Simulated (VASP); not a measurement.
# GeSbTe3 (P-6m2) in VASP: further runs, part 2 of 2

VASP 6.6.1.

## Step 5: Relaxation of cell and atoms, PBE

Input file INCAR:

```
SYSTEM = GeSbTe3
PREC = Accurate
ENCUT = 600
EDIFF = 1E-7
ISMEAR = 0
SIGMA = 0.1
LREAL = .False.
LASPH = .True.
NELM = 100
ALGO = Normal
ISIF = 3
LWAVE = .False.
LCHARG = .False.
GGA = PE
IBRION = 2
NSW = 90
EDIFFG = -0.04
```

Input file KPOINTS:

```
regular mesh
0
Gamma
  6 6 4
  0 0 0
```

Input file POSCAR:

```
GeSbTe3
1.0
    5.0713687800      0.0000000000      0.0000000000
   -2.5356843900      4.3919341900      0.0000000000
    0.0000000000      0.0000000000      6.2608342000
Ge Sb Te
1 1 3
Direct
    0.6666666700      0.3333333300      0.0000000000
    0.3333333300      0.6666666700      0.5000000000
    0.0000000000      0.0000000000      0.7552470000
    0.0000000000      0.0000000000      0.2447530000
    0.6666666700      0.3333333300      0.5000000000
```

Potentials or basis: VASP PAW PBE potentials, release 64 (Ge_d, Sb, Te).

Run with:

```
cat potpaw_PBE.64/Ge_d/POTCAR potpaw_PBE.64/Sb/POTCAR potpaw_PBE.64/Te/POTCAR > POTCAR
mpirun -np 1 vasp_std > vasp.out
```

OUTCAR:

```text
SYSTEM = GeSbTe3
   PREC = Accurate
   ENCUT = 600
   EDIFF = 1E-7
   ISMEAR = 0
   LREAL = .False.
   LASPH = .True.
   NELM = 100
   ISIF = 3
   GGA = PE
   IBRION = 2
   NSW = 90
   EDIFFG = -0.04

 ion  position               nearest neighbor table
   1  0.667  0.333  0.000-   5 3.13   5 3.13
   2  0.333  0.667  0.500-   5 2.93   5 2.93   5 2.93   3 3.34   4 3.34   4 3.34   3 3.34   4 3.34
                             3 3.34
   3  0.000  0.000  0.755-   4 3.06   4 3.20   5 3.34   2 3.34   2 3.34   5 3.34   5 3.34   2 3.34

   4  0.000  0.000  0.245-   3 3.06   3 3.20   2 3.34   5 3.34   2 3.34   5 3.34   5 3.34   2 3.34

   5  0.667  0.333  0.500-   2 2.93   2 2.93   2 2.93   1 3.13   1 3.13   3 3.34   4 3.34   3 3.34
                             4 3.34   3 3.34   4 3.34

  LATTYP: Found a hexagonal cell.
 ALAT       =     5.0713687800
 C/A-ratio  =     1.2345452424

  Lattice vectors:

 A1 = (   5.0713687800,   0.0000000000,   0.0000000000)
 A2 = (  -2.5356843900,   4.3919341900,   0.0000000000)
 A3 = (   0.0000000000,   0.0000000000,   6.2608342000)

Analysis of symmetry for initial positions (statically):
=====================================================================
 Subroutine PRICEL returns:
 Original cell was already a primitive cell.

 Routine SETGRP: Setting up the symmetry group for a
 hexagonal supercell.

 Subroutine GETGRP returns: Found 12 space group operations
 (whereof 12 operations were pure point group operations)
[... 178 lines left out ...]
  external PRESSURE =      62.1778389 kB  Pullay stress =       0.0000000 kB
[... 98 lines left out ...]
  FREE ENERGIE OF THE ION-ELECTRON SYSTEM (eV)
  ---------------------------------------------------
  free  energy   TOTEN  =       -16.0827741166 eV

  energy  without entropy=      -16.0644484796  energy(sigma->0) =      -16.07361130

 E-fermi :   5.5423     XC(G=0):  -9.0729

 val. band max:        5.5320879899   @ k =   0.1667   0.0000   0.5000
 cond. band min:       5.5570398221   @ k =   0.3333   0.3333   0.0000
 fundamental gap:      0.0249518322
 Fermi energy:         5.5423470130

 k-point     1 :       0.0000    0.0000    0.0000
  band No.  band energies     occupation
      1     -19.8184      2.00000
      2     -19.8184      2.00000
      3     -19.7738      2.00000
      4     -19.7738      2.00000
      5     -19.7599      2.00000
      6      -7.6674      2.00000
[... 514 lines left out ...]
     21       6.3394      0.00000
     22       6.7077      0.00000

[... ionic steps 4 to 38 ...]

--------------------------------------- Ionic step       39  -------------------------------------------

 number of electron      36.9999966 magnetization

------------------------ aborting loop because EDIFF is reached ----------------------------------------
[... 73 lines left out ...]
--------------------------------------- Ionic step       41  -------------------------------------------

 number of electron      36.9999966 magnetization

 Free energy of the ion-electron system (eV)
  ---------------------------------------------------
  ext. energy  EPLUGINS =         0.00000000
  ---------------------------------------------------
  free energy    TOTEN  =       -16.51483048 eV

  energy without entropy =      -16.50096691  energy(sigma->0) =      -16.50789870

 E-fermi :   3.9109     XC(G=0):  -8.2664

 val. band max:        3.8672271936   @ k =   0.3333   0.3333   0.2500
 cond. band min:       3.9219867961   @ k =   0.3333   0.0000   0.2500
 fundamental gap:      0.0547596025
 Fermi energy:         3.9109119907

 k-point     1 :       0.0000    0.0000    0.0000
  band No.  band energies     occupation
      1     -21.2893      2.00000
      2     -21.2893      2.00000
      3     -21.2399      2.00000
      4     -21.2399      2.00000
      5     -21.2263      2.00000
      6      -8.8849      2.00000
[... 546 lines left out ...]
  FREE ENERGIE OF THE ION-ELECTRON SYSTEM (eV)
  ---------------------------------------------------
  free  energy   TOTEN  =       -16.5148304783 eV

  energy  without entropy=      -16.5009669127  energy(sigma->0) =      -16.50789870

 reached required accuracy - stopping structural energy minimisation
```

OSZICAR:

```text
N       E                     dE             d eps       ncg     rms          rms(c)
DAV:   1     0.309954715320E+03    0.30995E+03   -0.16574E+04  1044   0.241E+03
DAV:   2     0.246790767836E+02   -0.28528E+03   -0.27997E+03  1054   0.583E+02
DAV:   3    -0.137273136073E+02   -0.38406E+02   -0.37832E+02  1158   0.139E+02
DAV:   4    -0.156910367367E+02   -0.19637E+01   -0.19530E+01  1048   0.347E+01
[... 465 lines left out ...]
DAV:   3    -0.165148339891E+02    0.14274E-04   -0.24654E-05  1070   0.433E-02    0.146E-02
DAV:   4    -0.165148309973E+02    0.29918E-05   -0.37229E-06  1194   0.104E-02    0.103E-02
DAV:   5    -0.165148308052E+02    0.19207E-06   -0.18826E-07   800   0.309E-03    0.941E-03
DAV:   6    -0.165148305403E+02    0.26494E-06   -0.25079E-07   782   0.506E-03    0.171E-03
DAV:   7    -0.165148304783E+02    0.61960E-07   -0.51944E-08   516   0.159E-03
  41 F= -.16514830E+02 E0= -.16507899E+02  d E =-.311075E-03
```

Wall time 81 min (1 thread of Intel Xeon 8259CL, shared host); peak memory 0.37 GiB.

What came out:

```yaml
Free_energy: -16.5148 eV
Relaxed_volume: 38.59 Å³/atom
Relaxed_cell: a = 4.927 Å, b = 4.927 Å, c = 9.177 Å, α = 90.00°, β = 90.00°, γ = 120.00°
Space_group_after_relaxing_to_0.1_Å: P-6m2 (No. 187)
Energy_gained_by_relaxing: 158.7 meV/atom
Ionic_steps: 41
Pressure_after_relaxing: 0.0 GPa
Largest_force_after_relaxing: 0.026 eV/Å
Band_gap_on_the_k_mesh: zero (an odd number of electrons rules out a gap without spin polarisation)
```

Forces on the atoms (eV/Å):
```
Ge   0.000  0.000  0.000
Sb   0.000  0.000  0.000
Te   0.000  0.000 -0.026
Te   0.000  0.000  0.026
Te   0.000  0.000  0.000
```

The path:
```csv
step,energy change (eV),largest force (eV/Å),pressure (GPa),volume (Å³)
1,0.0000,1.0811,6.22,139.45
3,-0.3612,0.5923,-0.51,157.15
5,-0.4153,0.0180,0.19,155.12
7,-0.4155,0.0548,0.16,155.21
9,-0.4171,0.0009,-0.34,157.19
11,-0.4185,0.0101,-0.18,156.58
13,-0.4238,0.0741,0.11,155.96
15,-0.4257,0.0571,0.09,156.25
17,-0.4345,0.1529,-0.65,160.21
19,-0.3237,0.7580,-0.09,171.22
21,-0.4516,0.7104,-0.62,168.50
23,-0.4645,0.4702,-0.86,165.89
25,-0.4946,0.3733,0.66,160.27
27,-0.5409,0.0658,0.88,162.17
29,-0.5972,0.2598,0.13,169.80
31,-0.6046,0.5910,-0.10,174.41
33,-0.6840,0.3934,-0.45,179.96
35,-0.7723,0.0493,-0.48,203.92
37,-0.7895,0.0976,-0.27,195.80
39,-0.7930,0.0799,0.09,192.72
41,-0.7933,0.0256,0.01,192.97
```

Final structure:
```
CELL_PARAMETERS angstrom
4.92746 0.00000 0.00000
-2.46373 4.26731 0.00000
0.00000 0.00000 9.17720
ATOMIC_POSITIONS crystal
Ge 0.66667 0.33333 0.00000
Sb 0.33333 0.66667 0.50000
Te 0.00000 0.00000 0.84831
Te 0.00000 0.00000 0.15169
Te 0.66667 0.33333 0.50000
```

Caveat: the volume moved by over 15 % at a fixed basis, so the end points are rough; spin-orbit coupling is left out, which moves the levels of the heavy elements; this functional lacks dispersion, which binds layers or chains, so the pressure and a relaxed spacing across them are unreliable; an odd number of electrons without spin polarisation forces a metal; a magnetic or distorted state may lie lower.

## Step 6: Single point, PBE

This run uses another cell than the first one, of 38.57 Å³/atom.

Input file INCAR:

```
SYSTEM = GeSbTe3
PREC = Accurate
ENCUT = 520
EDIFF = 1E-6
ISMEAR = 0
SIGMA = 0.1
LREAL = .False.
LASPH = .True.
NELM = 80
ALGO = Normal
ISIF = 2
LWAVE = .False.
LCHARG = .False.
GGA = PE
NBANDS = 26
```

Input file KPOINTS:

```
regular mesh
0
Gamma
  12 12 6
  0 0 0
```

Input file POSCAR:

```
GeSbTe3
1.0
    4.9316268190      0.0000000000      0.0000000000
   -2.4658134095      4.2709141072      0.0000000000
    0.0000000000      0.0000000000      9.1570431077
Ge Sb Te
1 1 3
Direct
    0.6666666667      0.3333333333      0.0000000000
    0.3333333333      0.6666666667      0.5000000000
    0.0000000000      0.0000000000      0.8480198481
    0.0000000000      0.0000000000      0.1519801519
    0.6666666667      0.3333333333      0.5000000000
```

Potentials or basis: VASP PAW PBE potentials, release 64 (Ge_d, Sb, Te).

Run with:

```
cat potpaw_PBE.64/Ge_d/POTCAR potpaw_PBE.64/Sb/POTCAR potpaw_PBE.64/Te/POTCAR > POTCAR
mpirun -np 1 vasp_std > vasp.out
```

Run time: 12 min. Hardware: 1 thread of Intel Xeon 8259CL, shared host; peak memory 0.59 GiB.

Results (log left out):

| Property | Result |
| --- | --- |
| Free energy | -16.5396 eV |
| Pressure | 0.0 GPa |
| Largest force | 0.021 eV/Å |
| Band gap on the k mesh | zero (an odd number of electrons rules out a gap without spin polarisation) |

Forces in eV/Å, atoms in the order of the input:
```
Ge   0.000  0.000  0.000
Sb   0.000  0.000  0.000
Te   0.000  0.000 -0.021
Te   0.000  0.000  0.021
Te   0.000  0.000  0.000
```

Levels at points of the mesh, in eV from the Fermi level:
```csv
k point,band 15,band 16,band 17,band 18,band 19,band 20,band 21,band 22
"(0.00, 0.00, 0.00)",-2.73,-2.73,-0.39,-0.39,0.29,0.48,0.48,1.26
"(0.50, 0.00, 0.00)",-2.00,-1.79,-1.33,-0.74,-0.70,1.25,1.89,2.76
"(0.00, 0.00, 0.50)",-2.72,-1.91,-0.57,-0.57,0.25,0.86,0.86,1.11
"(0.50, 0.00, 0.50)",-2.41,-2.32,-1.63,-0.62,-0.21,1.54,2.18,2.27
```

Caveat: spin-orbit coupling is left out, which moves the levels of the heavy elements; this functional lacks dispersion, which binds layers or chains, so the pressure and a relaxed spacing across them are unreliable; an odd number of electrons without spin polarisation forces a metal; a magnetic or distorted state may lie lower.

## Step 7: The runs side by side

| task | cell | k mesh | cutoff (eV) | gap on the mesh (eV) | pressure (GPa) | largest force (eV/Å) |
| --- | --- | --- | --- | --- | --- | --- |
| single point | a = 5.071, b = 5.071, c = 6.261 Å, angles 90.0, 90.0, 120.0°, 5 atoms, atomic positions A | 6 × 6 × 4 | 520 | none | 6.2 | 1.08 |
| single point | a = 5.295, b = 5.295, c = 6.455 Å, angles 90.0, 90.0, 120.0°, 5 atoms, atomic positions B | 6 × 6 × 4 | 520 | none | -0.2 | - |
| single point | a = 4.932, b = 4.932, c = 9.157 Å, angles 90.0, 90.0, 120.0°, 5 atoms, atomic positions C | 12 × 12 × 4 | 520 | none | 0.0 | 0.02 |
| relaxation of cell and atoms | relaxed from a = 5.071, b = 5.071, c = 6.261 Å, angles 90.0, 90.0, 120.0°, 5 atoms, atomic positions A | 6 × 6 × 4 | 600 | none | 0.0 | 0.03 |
| single point | a = 4.932, b = 4.932, c = 9.157 Å, angles 90.0, 90.0, 120.0°, 5 atoms, atomic positions C | 12 × 12 × 6 | 520 | none | 0.0 | 0.02 |

Alike in all rows: level PBE; potentials or basis VASP PAW PBE potentials, release 64 (Ge_d, Sb, Te); no spin polarisation; smearing gaussian 0.1 eV.

Caveats: spin-orbit coupling is left out, which moves the levels of the heavy elements; an odd number of electrons without spin polarisation forces a metal; a magnetic or distorted state may lie lower; this functional lacks dispersion, which binds layers or chains, so the pressure and a relaxed spacing across them are unreliable (at least some runs); the cell stands under pressure (at least some runs); the volume moved by over 15 % at a fixed basis, so the end points are rough (at least some runs).

Total energies depend on the potentials used, so only differences within one code and one set of settings carry meaning.

The gap in the log of VASP goes by the Fermi energy; the results here count the filled bands.